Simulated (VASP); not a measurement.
Here is a VASP 6.6.1 calculation.

INCAR

```
SYSTEM = Sr
PREC     = Accurate       ! precision mode
ENCUT    = 520            ! plane-wave cutoff, eV
EDIFF    = 1E-7           ! SCF threshold, eV
ISMEAR   = 0              ! smearing method
SIGMA    = 0.1            ! smearing width, eV
LREAL    = .False.        ! projectors in reciprocal space
LASPH    = .True.         ! aspherical terms in the spheres
NELM     = 100            ! most SCF steps
ALGO     = Fast           ! electronic algorithm
ISIF     = 2              ! what is computed and relaxed
LWAVE    = .False.        ! write WAVECAR
LCHARG   = .False.        ! write CHGCAR
GGA      = PS             ! functional
NBANDS   = 17             ! bands
```

Contents of KPOINTS:

```
Automatic mesh
0
Gamma
  12 12 12
  0 0 0
```

Contents of POSCAR:

```
Sr
1.0
    4.6699047934      0.0000000000      0.0000000000
    0.0000000000      4.6699047934      0.0000000000
    0.0000000000      0.0000000000      4.8800505091
Sr
2
Direct
    0.0000000000      0.0000000000      0.0000000000
    0.5000000000      0.5000000000      0.5000000000
```

Potentials or basis: VASP PAW PBE potentials, release 64 (Sr_sv).

Command:

```sh
$ cat potpaw_PBE.64/Sr_sv/POTCAR > POTCAR
$ mpirun -np 1 vasp_std > vasp.out
```

Task: Estimate the pressure.

Result: -0.5 GPa.

Task: Estimate the band gap on the k mesh.

Result: Zero (bands 10 and 11 overlap by 0.43 eV).

Stress tensor (GPa, compression positive):
```
-0.45  0.00  0.00
 0.00 -0.45  0.00
 0.00  0.00 -0.54
```

Caveat: the cell differs from its parent crystal (strain along c alone, the other axes held: +4.5 %); the PAW data sets were made with another functional, which shifts forces and pressure a little.
